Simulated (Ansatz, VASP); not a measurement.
# NaF: VASP beside Ansatz

POSCAR

```
NaF
1.0
    0.0000000000      2.3233012604      2.3233012604
    2.3233012604      0.0000000000      2.3233012604
    2.3233012604      2.3233012604      0.0000000000
Na F
1 1
Direct
    0.0000000000      0.0000000000      0.0000000000
    0.5000000000      0.5000000000      0.5000000000
```

INCAR.step1

```
ALGO = Normal
EDIFF = 1E-4
ENCUT = 520
GGA = PE
ISMEAR = 0
LASPH = T
LCHARG = F
LREAL = F
LWAVE = T
NBANDS = 14
NELM = 80
PREC = Accurate
SIGMA = 0.05
```

File INCAR.step2:

```
ALGO = Normal
BPARAM = 11.95
CPARAM = 0.0093
EDIFF = 1E-6
ENCUT = 520
ISIF = 2
ISMEAR = 0
ISTART = 1
IVDW_NL = 2
LASPH = T
LCHARG = F
LMIXTAU = T
LREAL = F
LUSE_VDW = T
LWAVE = F
METAGGA = R2SCAN
NBANDS = 14
NELM = 80
PREC = Accurate
SIGMA = 0.05
```

The input KPOINTS:

```
k-points
0
Gamma
  8 8 8
```

Input for Ansatz:

```yaml
crystal:
  lattice:
    - [0.0, 2.3233012604, 2.3233012604]
    - [2.3233012604, 0.0, 2.3233012604]
    - [2.3233012604, 2.3233012604, 0.0]
  atoms:
    - { symbol: Na, position: [0.0, 0.0, 0.0] }
    - { symbol: F, position: [0.5, 0.5, 0.5] }
basis:
  ecutwfc: 500
  ecutrho_ratio: 4
kpoints:
  mp_grid: { grid: [8, 8, 8] }
hamiltonian:
  xc: r2scan
  dispersion: rvv10
scf:
  occupations: { method: gaussian, width: 0.05 }
output:
  forces: true
  stress: true
  eigenvalues: true
```

Alike in both runs: task single point; functional r2SCAN; dispersion rVV10; k mesh 8 × 8 × 8; occupations gaussian, width 0.05 eV; no spin polarisation.

```csv
,VASP,Ansatz
version,VASP 6.6.1,Ansatz 0.2.0
potentials or method,"VASP PAW PBE potentials, release 64 (Na_pv, F), cutoff 520 eV","scalar-relativistic, plane waves, PAW"
valence electrons in the cell,14,16
```

Ansatz gave:

* gap on the k mesh at the Fermi level (eV): 7.01
* least direct gap on the mesh (eV): 7.01
* pressure (GPa): -2.5

Problem. Which values does VASP return?

Solution. gap on the k mesh at the Fermi level (eV): 7.04; least direct gap on the mesh (eV): 7.04; pressure (GPa): -3.0.

VASP's potentials were made for PBE, not for r2SCAN. VASP's potentials hold 14 valence electrons a cell and Ansatz's 16, so a difference there can come from the potentials and not from the codes.
